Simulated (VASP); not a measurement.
A run of VASP 6.6.1 is set up as follows.

INCAR

```
PREC = Accurate
ENCUT = 600
EDIFF = 1E-6
ISMEAR = 0
SIGMA = 0.52
LREAL = False
LASPH = True
NELM = 120
ALGO = Normal
ISIF = 2
LWAVE = False
LCHARG = False
GGA = PE
NBANDS = 16
GGA_COMPAT = False
```

Contents of KPOINTS:

```
Automatic mesh
0
Gamma
  6 6 6
```

File POSCAR:

```
VN
1.0
    0.0000000000      2.0624650000      2.0624650000
    2.0624650000      0.0000000000      2.0624650000
    2.0624650000      2.0624650000      0.0000000000
V N
1 1
Direct
    0.0000000000      0.0000000000      0.0000000000
    0.5000000000      0.5000000000      0.5000000000
```

Potentials or basis: VASP PAW PBE potentials, release 64 (V_sv, N).

Run with:

```sh
$ cat potpaw_PBE.64/V_sv/POTCAR potpaw_PBE.64/N/POTCAR > POTCAR
$ mpirun -np 1 vasp_std > vasp.out
```

**Question.** Estimate the band gap on the k mesh.

**Answer.** Zero (band 9 reaches 12.56 eV, above the bottom of band 10 at 10.43 eV).

**Question.** Predict the pressure.

**Answer.** 1.0 GPa.

Caveat: the k points lie up to 0.44 Å⁻¹ apart; the run has no spin polarisation, though such a crystal can be magnetic. With open d or f shells a metallic result of PBE can be an artefact of self-interaction; +U or a hybrid may open a gap.
